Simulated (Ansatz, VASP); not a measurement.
# One calculation of C, two programs

INCAR

```
SYSTEM = C
ALGO = Normal ; EDIFF = 1E-7
EDIFFG = -0.01 ; ENCUT = 600
GGA = PE ; GGA_COMPAT = .False.
IBRION = 2 ; ISIF = 3
ISMEAR = 0 ; LASPH = .True.
LCHARG = .False. ; LREAL = .False.
LWAVE = .False. ; NELM = 120
NELMIN = 4 ; NSW = 80
PREC = Accurate ; SIGMA = 0.02
```

The input KPOINTS:

```
k-points
0
Gamma
  12 12 12
  0 0 0
```

POSCAR

```
C
1.0
    0.0000000000      1.7858181871      1.7858181871
    1.7858181871      0.0000000000      1.7858181871
    1.7858181871      1.7858181871      0.0000000000
C
2
Direct
    0.2500000000      0.2500000000      0.2500000000
    0.0000000000      0.0000000000      0.0000000000
```

Input for Ansatz:

```yaml
crystal:
  lattice:
    - [0.0, 1.7858181871, 1.7858181871]
    - [1.7858181871, 0.0, 1.7858181871]
    - [1.7858181871, 1.7858181871, 0.0]
  atoms:
    - { symbol: C, position: [0.25, 0.25, 0.25] }
    - { symbol: C, position: [0.0, 0.0, 0.0] }
basis:
  ecutwfc: 420
kpoints:
  mp_grid: { grid: [12, 12, 12] }
hamiltonian:
  xc: pbe
scf:
  occupations: { method: gaussian, width: 0.02 }
output:
  forces: true
  stress: true
  eigenvalues: true
relax:
  adjacent_minimum: "off"
  f_tol: 0.01
  max_steps: 60
  cell: { stress_tol: 0.1 }
```

Alike in both runs: task relaxation of cell and atoms; functional PBE; k mesh 12 × 12 × 12; occupations gaussian, width 0.02 eV; no spin polarisation.

|  | VASP | Ansatz |
| --- | --- | --- |
| version | VASP 6.6.1 | Ansatz 0.2.0 |
| potentials or method | VASP PAW PBE potentials, release 64 (C), cutoff 600 eV | scalar-relativistic, plane waves, PAW |
| valence electrons in the cell | 8 | 8 |

Ansatz gave:

```
gap on the k mesh at the Fermi level, each at its own relaxed structure (eV) : 4.15
relaxed volume (Å³/atom)                                                     : 5.70
relaxed cell length with the largest relative difference (Å)                 : 2.526
```

Question: Which values does VASP return?

Answer: gap on the k mesh at the Fermi level, each at its own relaxed structure (eV): 4.14; relaxed volume (Å³/atom): 5.70; relaxed cell length with the largest relative difference (Å): 2.526.

Noted on VASP's run: the relaxation stopped at its first step, so nothing moved.
